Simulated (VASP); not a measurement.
A run of VASP 6.6.1 is set up as follows.

The input POSCAR:

```
FeGe
1.0
    3.0161690670      0.0000000000      0.0000000000
    0.0000000000      3.0161690670      0.0000000000
    0.0000000000      0.0000000000      3.0161690670
Fe Ge
1 1
Direct
    0.0000000000      0.0000000000      0.0000000000
    0.4633440200      0.4507515000      0.4535288900
```

INCAR.step1

```
SYSTEM = FeGe
PREC = Accurate
ENCUT = 520
ISMEAR = 0
SIGMA = 0.05
LREAL = .False.
LASPH = .True.
NELM = 150
ISPIN = 2
MAGMOM = 4 0
LMAXMIX = 4
NBANDS = 22
GGA = PE
ALGO = Normal
EDIFF = 1E-4
LWAVE = .True.
LCHARG = .False.
```

INCAR.step2

```
SYSTEM = FeGe
PREC = Accurate
ENCUT = 520
EDIFF = 1E-6
ISMEAR = 0
SIGMA = 0.05
LREAL = .False.
LASPH = .True.
NELM = 150
ALGO = Normal
ISIF = 2
LWAVE = .False.
LCHARG = .True.
ISPIN = 2
MAGMOM = 4 0
LORBIT = 11
LMAXMIX = 4
METAGGA = R2SCAN
LMIXTAU = .True.
LELF = .True.
LVHAR = .True.
NBANDS = 22
ISTART = 1
```

The input KPOINTS:

```
regular mesh
0
Gamma
  3 3 3
  0 0 0
```

Potentials or basis: VASP PAW PBE potentials, release 64 (Fe, Ge_d).

Run with:

```sh
$ cat potpaw_PBE.64/Fe/POTCAR potpaw_PBE.64/Ge_d/POTCAR > POTCAR
$ cp INCAR.step1 INCAR
$ mpirun -np 1 vasp_std > vasp.out
$ cp INCAR.step2 INCAR
$ mpirun -np 1 vasp_std > vasp.out
```

(1) Predict the net moment.

(2) Predict the pressure.

(3) What does it give for the largest force?

Answers

(1) 1.93 μB per cell.

(2) -4.8 GPa.

(3) 0.944 eV/Å.

Caveat: the k points lie up to 0.69 Å⁻¹ apart; the PAW data sets were made with another functional, which shifts forces and pressure a little.
